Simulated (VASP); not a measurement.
Crystal: ZrB2.

```xyz
3
Lattice="3.2322 0.0000 0.0000 -1.6161 2.7991 0.0000 0.0000 0.0000 3.6023" Properties=species:S:1:pos:R:3 pbc="T T T"
Zr    0.0000    0.0000    0.0000
B     1.6161    0.9330    1.8011
B     0.0000    1.8661    1.8011
```

This cell differs from its parent crystal: volume scaled by 1.06.

Base run:

| Quantity | Value |
| --- | --- |
| Program | VASP 6.6.1 |
| Functional | PBEsol |
| Potentials or basis | VASP PAW PBE potentials, release 64 (Zr_sv, B) |
| Cutoff | 520 eV |
| k mesh | 10 × 10 × 8 |
| Occupations | fermi-dirac, width 0.05 eV |
| Spin | no spin polarisation |

Its results: band gap on the k mesh zero (band 9 reaches 10.32 eV, above the bottom of band 10 at 9.58 eV); pressure -16.0 GPa.

Question: After a change of settings the same cell gave: band gap on the k mesh zero (band 9 reaches 10.32 eV, above the bottom of band 10 at 9.58 eV); pressure -18.9 GPa. Which change was it?
A. functional from PBEsol to LDA; potentials or basis from VASP PAW PBE potentials, release 64 (Zr_sv, B) to VASP PAW LDA potentials, release 64 (Zr_sv, B)
B. functional from PBEsol to PBE; dispersion from none to D3(BJ)
C. dispersion from none to D4
D. functional from PBEsol to r2SCAN

Answer: C.

Dispersion adds attraction, which lowers the pressure at fixed volume and, as a term added to the energy, leaves the levels alone.

Caveats: the PAW data sets were made with another functional, which shifts forces and pressure a little; pairwise dispersion overbinds metals, which lowers pressure and volume (some runs).
